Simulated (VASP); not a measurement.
# AlN (AlN (P6_3mc)) in VASP: further runs

Runs on AlN (AlN (P6_3mc)). Level: PBE. Tasks: single point.

All numbers are computed with VASP 6.6.1; they aren't measurements. Logs are shortened: lines on timing, memory, paths and dates and some standing lists are left out, and cuts for length are marked.

**1. The cell of the first run**

The typed cell holds 32 atoms: a = 6.260 Å, b = 6.260 Å, c = 10.035 Å, α = 90.00°, β = 90.00°, γ = 120.00°.

**2. Single point, PBE**

Contents of INCAR:

```
SYSTEM = AlN
ALGO = Normal
EDIFF = 1E-7
ENCUT = 520
GGA = PE
ISIF = 2
ISMEAR = -1
LASPH = .TRUE.
LCHARG = .TRUE.
LELF = .TRUE.
LREAL = Auto
LVHAR = .TRUE.
LWAVE = .FALSE.
NBANDS = 86
NELM = 60
PREC = Accurate
SIGMA = 0.01
```

Contents of KPOINTS:

```
Automatic mesh
0
Gamma
  1 1 1
  0.25 0.25 0.25
```

Contents of POSCAR:

```
AlN
1.0
    6.2595139326      0.0000000578      0.0000000000
   -3.1297570163      5.4208980521      0.0000000000
    0.0000000000      0.0000000000     10.0348065068
Al N
16 16
Direct
    0.3293471110      0.1656259551      0.2510474370
    0.1623353954      0.3327115332      0.5010493826
    0.3293505837      0.1656004611      0.7510528508
    0.1623107462      0.3327051213      1.0010527121
    0.3293445768      0.6656067275      0.2510511430
    0.1623370177      0.8327026709      0.5010475675
    0.3293613241      0.6656114258      0.7510529972
    0.1623048245      0.8327027534      1.0010573806
    0.8293530963      0.1656230271      0.2510475555
    0.6623434032      0.3327032110      0.5010450986
    0.8293612465      0.1656074630      0.7510471831
    0.6623066027      0.3327069093      1.0010465116
    0.8293392666      0.6656117320      0.2510481727
    0.6623409054      0.8327173582      0.5010423585
    0.8293632998      0.6656145696      0.7510452955
    0.6623050590      0.8327039276      1.0010513292
    0.3278367805      0.1671503743      0.4409558900
    0.1638132963      0.3311392672      0.1909697091
    0.3278158198      0.1671507985      0.9409753102
    0.1638026293      0.3311190586      0.6909615685
    0.3278336612      0.6671446758      0.4409613713
    0.1638053450      0.8311390217      0.1909721593
    0.3278109447      0.6671530159      0.9409779036
    0.1638033706      0.8311208074      0.6909598217
    0.8278382873      0.1671504925      0.4409588636
    0.6638038390      0.3311440818      0.1909633900
    0.8278092091      0.1671526023      0.9409717973
    0.6638146031      0.3311268035      0.6909556004
    0.8278414295      0.6671435302      0.4409531202
    0.6638062124      0.8311328934      0.1909670931
    0.8278140604      0.6671540273      0.9409653576
    0.6638064375      0.8311171811      0.6909550695
```

Potentials or basis: VASP PAW PBE potentials, release 64 (Al, N).

Launch:

```bash
cat potpaw_PBE.64/Al/POTCAR potpaw_PBE.64/N/POTCAR > POTCAR
mpirun -np 1 vasp_std > vasp.out
```

OUTCAR:

```text
SYSTEM = AlN
   EDIFF = 1E-7
   ENCUT = 520
   GGA = PE
   ISIF = 2
   ISMEAR = -1
   LASPH = .TRUE.
   LREAL = Auto
   NELM = 60
   PREC = Accurate

 ion  position               nearest neighbor table
   1  0.329  0.166  0.251-  18 1.89  17 1.91  26 1.91  22 1.91   8 3.09   6 3.09  12 3.09  10 3.09
                             4 3.09   2 3.09   5 3.13  13 3.13   9 3.13   9 3.13  13 3.13   5 3.13
   2  0.162  0.333  0.501-  17 1.89  20 1.91  21 1.91  25 1.91   5 3.09   7 3.09  11 3.09   9 3.09
                             1 3.09   3 3.09  10 3.13   6 3.13  14 3.13  14 3.13   6 3.13  10 3.13
   3  0.329  0.166  0.751-  20 1.89  19 1.91  28 1.91  24 1.91   8 3.09   6 3.09  12 3.09  10 3.09
                             2 3.09   4 3.09  15 3.13  11 3.13   7 3.13   7 3.13  11 3.13  15 3.13
   4  0.162  0.333  0.001-  19 1.89  18 1.91  23 1.91  27 1.91   5 3.09   7 3.09   9 3.09  11 3.09
                             1 3.09   3 3.09  12 3.13  16 3.13   8 3.13   8 3.13  16 3.13  12 3.13
   5  0.329  0.666  0.251-  22 1.89  21 1.91  30 1.91  18 1.91   2 3.09   4 3.09  16 3.09  14 3.09
                             6 3.09   8 3.09   1 3.13   9 3.13  13 3.13  13 3.13   9 3.13   1 3.13
   6  0.162  0.833  0.501-  21 1.89  24 1.91  17 1.91  29 1.91   3 3.09   1 3.09  15 3.09  13 3.09
                             5 3.09   7 3.09   2 3.13  10 3.13  14 3.13  14 3.13  10 3.13   2 3.13
   7  0.329  0.666  0.751-  24 1.89  23 1.91  32 1.91  20 1.91   4 3.09   2 3.09  16 3.09  14 3.09
                             6 3.09   8 3.09   3 3.13  11 3.13  15 3.13  15 3.13  11 3.13   3 3.13
   8  0.162  0.833  0.001-  23 1.89  22 1.91  19 1.91  31 1.91   1 3.09   3 3.09  13 3.09  15 3.09
                             5 3.09   7 3.09  12 3.13   4 3.13  16 3.13  16 3.13   4 3.13  12 3.13
   9  0.829  0.166  0.251-  26 1.89  25 1.91  18 1.91  30 1.91  14 3.09  16 3.09   4 3.09   2 3.09
[... 17 lines left out ...]
  19  0.328  0.167  0.941-   4 1.89   3 1.91   8 1.91  12 1.91
  20  0.164  0.331  0.691-   3 1.89   2 1.91  11 1.91   7 1.91
  21  0.328  0.667  0.441-   6 1.89   5 1.91   2 1.91  14 1.91
  22  0.164  0.831  0.191-   5 1.89   8 1.91  13 1.91   1 1.91
[... 8 lines left out ...]
  31  0.828  0.667  0.941-  16 1.89  15 1.91  12 1.91   8 1.91
  32  0.664  0.831  0.691-  15 1.89  14 1.91   7 1.91  11 1.91

  LATTYP: Found a hexagonal cell.
 ALAT       =     6.2595139326
 C/A-ratio  =     1.6031287117

  Lattice vectors:

 A1 = (   6.2595139326,   0.0000000578,   0.0000000000)
 A2 = (  -3.1297570163,   5.4208980521,   0.0000000000)
 A3 = (   0.0000000000,   0.0000000000,  10.0348065068)

Analysis of symmetry for initial positions (statically):
=====================================================================
 Subroutine PRICEL returns:
 Original cell was already a primitive cell.

 Routine SETGRP: Setting up the symmetry group for a
 hexagonal supercell.

 Subroutine GETGRP returns: Found  1 space group operations
 (whereof  1 operations were pure point group operations)
 out of a pool of 24 trial point group operations.

The static configuration has the point symmetry C_1 .
[... 168 lines left out ...]
   EFERMI =   0.00;   METHOD = LEGACY
   ISMEAR =    -1;   SIGMA  =   0.01  broadening in eV -4-tet -1-fermi 0-gaus
   EFERMI_NEDOS =   21; number of points for ismear=-14 and -15
   IALGO  =     38    algorithm
   IMIX   =      4    mixing-type and parameters
     AMIX     =   0.40;   BMIX     =  1.00
     AMIX_MAG =   1.60;   BMIX_MAG =  1.00
  volume/ion in A,a.u.               =      10.64        71.81
  Fermi-wavevector in a.u.,A,eV,Ry     =   1.181511  2.232733 18.993310  1.395969
  Thomas-Fermi vector in A             =   2.317783
   LORBIT       =      0    0 simple, 1 ext, 2 COOP (PROOUT), +10 PAW based schemes
   GGA     = PE    functional components
   LHFCALC =     F    Hartree Fock is set to
   AEXX    =    0.0000 exact exchange contribution
   IVDW    =     0    specifies the selected vdW correction
   LEPSILON=     F    determine dielectric tensor
   LRPA    =     F    only Hartree local field effects (RPA)
 non-spin polarized calculation
  energy-cutoff  :      520.00
  volume of cell :      340.50
 maximum number of plane-waves:      9148
 NGX is ok and might be reduce to    48
   NGX = 23   NGY = 23   NGZ = 37

 number of electron     127.9999986 magnetization

 Free energy of the ion-electron system (eV)
  ---------------------------------------------------
  ext. energy  EPLUGINS =         0.00000000
  ---------------------------------------------------
  free energy    TOTEN  =      -241.31635280 eV

  energy without entropy =     -241.31635280  energy(sigma->0) =     -241.31635280

 E-fermi :   5.8323     XC(G=0): -10.8436

 val. band max:        5.5594517357   @ k =  -0.2500  -0.2500   0.2500
 cond. band min:      11.2954591250   @ k =   0.5000  -0.2500   0.2500
 fundamental gap:      5.7360073893
 Fermi energy:         5.8322639723

 k-point     1 :       0.2500    0.2500    0.2500
  band No.  band energies     occupation
      1      -8.5433      2.00000
      2      -8.1380      2.00000
      3      -7.9116      2.00000
      4      -7.9114      2.00000
      5      -7.5761      2.00000
      6      -7.5759      2.00000
[... 463 lines left out ...]
     75      12.9634      0.00000
     76      12.9825      0.00000
 [bands above 76 left out]

------------------------ aborting loop because EDIFF is reached ----------------------------------------

  FORCE on cell =-STRESS in cart. coord.  units (eV):
  Direction    XX          YY          ZZ          XY          YZ          ZX
  --------------------------------------------------------------------------------------
  -------------------------------------------------------------------------------------
  Total       -3.6426185     -5.6775093      5.3796800     -1.7770061     -0.0040444      0.0230509
  in kB      -17.1397079    -26.7145327     25.3131485     -8.3613932     -0.0190301      0.1084621
  external PRESSURE =      -6.1803641 kB  Pullay stress =       0.0000000 kB

 VOLUME and BASIS-vectors are now :
 -----------------------------------------------------------------------------
  energy-cutoff  :      520.00
  volume of cell :      340.50
      direct lattice vectors                 reciprocal lattice vectors
     6.259513933  0.000000058  0.000000000     0.159756813  0.092235641  0.000000000
    -3.129757016  5.420898052  0.000000000    -0.000000002  0.184471279  0.000000000
     0.000000000  0.000000000 10.034806507     0.000000000  0.000000000  0.099653142

 POSITION                                       TOTAL-FORCE (eV/Angst)
 -----------------------------------------------------------------------------------
      1.54318      0.89784      2.51921         0.116777     -0.069233      0.002617
     -0.02517      1.80360      5.02793        -0.115469      0.063628      0.002590
      1.54329      0.89770      7.53667         0.115521     -0.067398      0.001946
     -0.02530      1.80356      0.01056        -0.116597      0.064514      0.004138
     -0.02165      3.60819      2.51925         0.115191     -0.066709      0.002095
     -1.59001      4.51400      5.02792        -0.116444      0.065235      0.002160
[... 24 lines left out ...]
      3.09368      3.61657      9.44241         0.175271     -0.099168     -0.003814
      1.55391      4.50540      6.93360        -0.174408      0.103680     -0.001537
 -----------------------------------------------------------------------------------
    total drift:                                0.021643     -0.010175      0.004614

  FREE ENERGIE OF THE ION-ELECTRON SYSTEM (eV)
  ---------------------------------------------------
  free  energy   TOTEN  =      -241.3163528022 eV

  energy  without entropy=     -241.3163528022  energy(sigma->0) =     -241.31635280
```

OSZICAR:

```text
N       E                     dE             d eps       ncg     rms          rms(c)
DAV:   1     0.536200358349E+03    0.53620E+03   -0.59621E+04  1032   0.135E+03
DAV:   2    -0.222960758816E+03   -0.75916E+03   -0.72992E+03  1314   0.268E+02
DAV:   3    -0.276529115987E+03   -0.53568E+02   -0.53230E+02  1248   0.761E+01
DAV:   4    -0.277325369800E+03   -0.79625E+00   -0.79366E+00  1256   0.101E+01
DAV:   5    -0.277341672104E+03   -0.16302E-01   -0.16290E-01  1280   0.141E+00    0.336E+01
DAV:   6    -0.241299903297E+03    0.36042E+02   -0.15269E+02  1200   0.346E+01    0.118E+01
DAV:   7    -0.241414259769E+03   -0.11436E+00   -0.42915E+00  1248   0.654E+00    0.801E+00
DAV:   8    -0.241321973819E+03    0.92286E-01   -0.33839E-01  1208   0.256E+00    0.104E+00
DAV:   9    -0.241312261610E+03    0.97122E-02   -0.67295E-02  1296   0.731E-01    0.574E-01
DAV:  10    -0.241316950753E+03   -0.46891E-02   -0.16946E-02  1200   0.373E-01    0.269E-01
DAV:  11    -0.241316332113E+03    0.61864E-03   -0.25687E-03  1192   0.149E-01    0.609E-02
DAV:  12    -0.241316352099E+03   -0.19986E-04   -0.10031E-04  1248   0.372E-02    0.297E-02
DAV:  13    -0.241316349960E+03    0.21393E-05   -0.18992E-05  1240   0.146E-02    0.161E-02
DAV:  14    -0.241316352301E+03   -0.23412E-05   -0.82751E-06  1200   0.101E-02    0.625E-03
DAV:  15    -0.241316352494E+03   -0.19341E-06   -0.20688E-06  1248   0.422E-03    0.464E-03
DAV:  16    -0.241316352636E+03   -0.14177E-06   -0.93453E-08   792   0.134E-03    0.300E-03
DAV:  17    -0.241316352774E+03   -0.13788E-06   -0.81255E-08   648   0.934E-04    0.725E-04
DAV:  18    -0.241316352802E+03   -0.28304E-07   -0.96292E-09   624   0.510E-04
   1 F= -.24131635E+03 E0= -.24131635E+03  d E =-.515975E-12
```

Wall time 4.4 min (1 thread of AMD EPYC 9R45 (Zen 5), shared host); peak memory 0.44 GiB.

What came out:

```yaml
Free_energy: -241.3164 eV
Pressure: -0.6 GPa
Largest_force: 0.203 eV/Å
Band_gap_on_the_k_mesh: 5.74 eV
```

Forces in eV/Å, atoms in the order of the input:
```
Al   0.117 -0.069  0.003
Al  -0.115  0.064  0.003
Al   0.116 -0.067  0.002
Al  -0.117  0.065  0.004
Al   0.115 -0.067  0.002
Al  -0.116  0.065  0.002
Al   0.115 -0.069  0.002
Al  -0.116  0.065  0.004
Al   0.115 -0.069  0.002
Al  -0.118  0.065  0.003
Al   0.114 -0.068  0.003
Al  -0.116  0.065  0.005
Al   0.117 -0.067  0.002
Al  -0.116  0.063  0.003
Al   0.114 -0.069  0.003
Al  -0.116  0.065  0.004
N    0.175 -0.099 -0.001
N   -0.176  0.102 -0.004
N    0.175 -0.100 -0.005
N   -0.173  0.103 -0.002
N    0.176 -0.098 -0.002
N   -0.174  0.102 -0.004
N    0.176 -0.099 -0.005
N   -0.173  0.103 -0.002
N    0.176 -0.099 -0.002
N   -0.174  0.102 -0.003
N    0.176 -0.099 -0.005
N   -0.175  0.102 -0.001
N    0.174 -0.098 -0.001
N   -0.175  0.103 -0.003
N    0.175 -0.099 -0.004
N   -0.174  0.104 -0.002
```

Stress tensor (GPa, compression positive):
```
-1.71 -0.84  0.01
-0.84 -2.67  0.00
 0.01  0.00  2.53
```

Levels at points of the mesh, in eV from the valence-band top:
| k point | band 61 | band 62 | band 63 | band 64 | band 65 | band 66 | band 67 | band 68 |
| --- | --- | --- | --- | --- | --- | --- | --- | --- |
| (0.25, 0.25, 0.25) | -0.37 | -0.37 | -0.26 | 0.00 | 5.79 | 6.35 | 6.49 | 6.49 |

Caveat: the k points lie up to 1.16 Å⁻¹ apart. A k mesh can miss the band edges.

**3. Single point, PBE**

Contents of INCAR:

```
SYSTEM = AlN
ALGO = Normal
EDIFF = 1E-6
ENCUT = 910
GGA = PE
GGA_COMPAT = .FALSE.
ISIF = 2
ISMEAR = -1
LASPH = .TRUE.
LCHARG = .TRUE.
LELF = .TRUE.
LREAL = Auto
LVHAR = .TRUE.
LWAVE = .FALSE.
NBANDS = 86
NELM = 120
PREC = Accurate
SIGMA = 0.01
```

KPOINTS is that of step 2.

POSCAR is that of step 2.

Potentials or basis: VASP PAW PBE potentials, release 64 (Al, N_h).

Launch:

```bash
cat potpaw_PBE.64/Al/POTCAR potpaw_PBE.64/N_h/POTCAR > POTCAR
mpirun -np 1 vasp_std > vasp.out
```

OUTCAR:

```text
SYSTEM = AlN
   EDIFF = 1E-6
   ENCUT = 910
   GGA = PE
   ISIF = 2
   ISMEAR = -1
   LASPH = .TRUE.
   LREAL = Auto
   NELM = 120
   PREC = Accurate

 ion  position               nearest neighbor table
   1  0.329  0.166  0.251-  18 1.89  17 1.91  26 1.91  22 1.91   8 3.09   6 3.09  12 3.09  10 3.09
                             4 3.09   2 3.09   5 3.13  13 3.13   9 3.13   9 3.13  13 3.13   5 3.13
   2  0.162  0.333  0.501-  17 1.89  20 1.91  21 1.91  25 1.91   5 3.09   7 3.09  11 3.09   9 3.09
                             1 3.09   3 3.09  10 3.13   6 3.13  14 3.13  14 3.13   6 3.13  10 3.13
   3  0.329  0.166  0.751-  20 1.89  19 1.91  28 1.91  24 1.91   8 3.09   6 3.09  12 3.09  10 3.09
                             2 3.09   4 3.09  15 3.13  11 3.13   7 3.13   7 3.13  11 3.13  15 3.13
   4  0.162  0.333  0.001-  19 1.89  18 1.91  23 1.91  27 1.91   5 3.09   7 3.09   9 3.09  11 3.09
                             1 3.09   3 3.09  12 3.13  16 3.13   8 3.13   8 3.13  16 3.13  12 3.13
   5  0.329  0.666  0.251-  22 1.89  21 1.91  30 1.91  18 1.91   2 3.09   4 3.09  16 3.09  14 3.09
                             6 3.09   8 3.09   1 3.13   9 3.13  13 3.13  13 3.13   9 3.13   1 3.13
   6  0.162  0.833  0.501-  21 1.89  24 1.91  17 1.91  29 1.91   3 3.09   1 3.09  15 3.09  13 3.09
                             5 3.09   7 3.09   2 3.13  10 3.13  14 3.13  14 3.13  10 3.13   2 3.13
[... 741 lines left out ...]
     76      13.3033      0.00000
 [bands above 76 left out]

------------------------ aborting loop because EDIFF is reached ----------------------------------------

  FORCE on cell =-STRESS in cart. coord.  units (eV):
  Direction    XX          YY          ZZ          XY          YZ          ZX
  --------------------------------------------------------------------------------------
  -------------------------------------------------------------------------------------
  Total       -3.9106074     -5.9455079      5.0775759     -1.7776079     -0.0136755     -0.0261947
  in kB      -18.4006832    -27.9755536     23.8916502     -8.3642247     -0.0643478     -0.1232544
  external PRESSURE =      -7.4948622 kB  Pullay stress =       0.0000000 kB

 VOLUME and BASIS-vectors are now :
 -----------------------------------------------------------------------------
  energy-cutoff  :      910.00
  volume of cell :      340.50
      direct lattice vectors                 reciprocal lattice vectors
     6.259513933  0.000000058  0.000000000     0.159756813  0.092235641  0.000000000
    -3.129757016  5.420898052  0.000000000    -0.000000002  0.184471279  0.000000000
     0.000000000  0.000000000 10.034806507     0.000000000  0.000000000  0.099653142

 POSITION                                       TOTAL-FORCE (eV/Angst)
 -----------------------------------------------------------------------------------
      1.54318      0.89784      2.51921         0.115586     -0.067323      0.004177
     -0.02517      1.80360      5.02793        -0.116505      0.061141      0.003041
      1.54329      0.89770      7.53667         0.114575     -0.065330      0.003516
     -0.02530      1.80356      0.01056        -0.117685      0.062236      0.004283
     -0.02165      3.60819      2.51925         0.114063     -0.064574      0.003554
     -1.59001      4.51400      5.02792        -0.117946      0.062440      0.002402
[... 24 lines left out ...]
      3.09368      3.61657      9.44241         0.177391     -0.099231     -0.003335
      1.55391      4.50540      6.93360        -0.174374      0.103671     -0.004394
 -----------------------------------------------------------------------------------
    total drift:                               -0.034165     -0.011455     -0.016803

  FREE ENERGIE OF THE ION-ELECTRON SYSTEM (eV)
  ---------------------------------------------------
  free  energy   TOTEN  =      -241.4355091117 eV

  energy  without entropy=     -241.4355091117  energy(sigma->0) =     -241.43550911
```

OSZICAR:

```text
N       E                     dE             d eps       ncg     rms          rms(c)
DAV:   1     0.823645664334E+03    0.82365E+03   -0.81421E+04  1032   0.210E+03
DAV:   2    -0.145758274037E+03   -0.96940E+03   -0.92433E+03  1380   0.314E+02
DAV:   3    -0.273013410759E+03   -0.12726E+03   -0.12601E+03  1264   0.112E+02
DAV:   4    -0.277131793540E+03   -0.41184E+01   -0.40962E+01  1264   0.205E+01
DAV:   5    -0.277267560722E+03   -0.13577E+00   -0.13557E+00  1288   0.373E+00    0.334E+01
DAV:   6    -0.241353753633E+03    0.35914E+02   -0.15090E+02  1200   0.331E+01    0.111E+01
DAV:   7    -0.241498442528E+03   -0.14469E+00   -0.52742E+00  1344   0.726E+00    0.583E+00
DAV:   8    -0.241421913993E+03    0.76529E-01   -0.22045E-01  1208   0.246E+00    0.197E+00
DAV:   9    -0.241433867876E+03   -0.11954E-01   -0.56859E-02  1248   0.123E+00    0.349E-01
DAV:  10    -0.241437456296E+03   -0.35884E-02   -0.29905E-02  1248   0.500E-01    0.302E-01
DAV:  11    -0.241435466596E+03    0.19897E-02   -0.10910E-02  1232   0.312E-01    0.221E-02
DAV:  12    -0.241435501628E+03   -0.35032E-04   -0.33827E-04  1200   0.711E-02    0.128E-02
DAV:  13    -0.241435507458E+03   -0.58298E-05   -0.39620E-05  1280   0.197E-02    0.821E-03
DAV:  14    -0.241435510345E+03   -0.28874E-05   -0.94414E-06  1440   0.133E-02    0.917E-03
DAV:  15    -0.241435508976E+03    0.13692E-05   -0.10952E-05  1232   0.103E-02    0.280E-03
DAV:  16    -0.241435509112E+03   -0.13568E-06   -0.13846E-06   752   0.441E-03
   1 F= -.24143551E+03 E0= -.24143551E+03  d E =-.286394E-11
```

stdout:

```text
POSCAR found type information on POSCAR AlN
 POSCAR found :  2 types and      32 ions
 scaLAPACK will be used
 LDA part: xc-table for (Slater+PW92), standard interpolation
 POSCAR, INCAR and KPOINTS ok, starting setup
 FFT: planning ... GRIDC
 FFT: planning ... GRID_SOFT
 FFT: planning ... GRID
 WAVECAR not read
 entering main loop
```

It took 9.2 min on 1 thread of Intel Xeon Platinum 8375C at 2.90GHz (Ice Lake), shared host; peak memory 0.89 GiB.

Results:

```
Free energy            : -241.4355 eV
Pressure               : -0.7 GPa
Largest force          : 0.204 eV/Å
Band gap on the k mesh : 5.74 eV
```

Forces in eV/Å, atoms in the order of the input:
```
Al   0.116 -0.067  0.004
Al  -0.117  0.061  0.003
Al   0.115 -0.065  0.004
Al  -0.118  0.062  0.004
Al   0.114 -0.065  0.004
Al  -0.118  0.062  0.002
Al   0.114 -0.067  0.004
Al  -0.117  0.063  0.004
Al   0.114 -0.067  0.003
Al  -0.119  0.062  0.003
Al   0.113 -0.066  0.004
Al  -0.117  0.063  0.005
Al   0.115 -0.066  0.004
Al  -0.117  0.060  0.003
Al   0.114 -0.067  0.004
Al  -0.117  0.062  0.004
N    0.177 -0.098  0.000
N   -0.176  0.103 -0.007
N    0.177 -0.100 -0.004
N   -0.173  0.103 -0.004
N    0.178 -0.098 -0.001
N   -0.175  0.102 -0.006
N    0.178 -0.100 -0.005
N   -0.173  0.103 -0.005
N    0.178 -0.098 -0.001
N   -0.174  0.102 -0.006
N    0.178 -0.100 -0.004
N   -0.175  0.102 -0.004
N    0.177 -0.098  0.000
N   -0.175  0.103 -0.006
N    0.177 -0.099 -0.003
N   -0.174  0.104 -0.004
```

Stress tensor (GPa, compression positive):
```
-1.84 -0.84 -0.01
-0.84 -2.80 -0.01
-0.01 -0.01  2.39
```

Caveat: the k points lie up to 1.16 Å⁻¹ apart; the cutoff is under 1.25 times the usual one of these potentials, so pressure, stress and relaxed cells hold a basis-set (Pulay) error. A k mesh can miss the band edges.
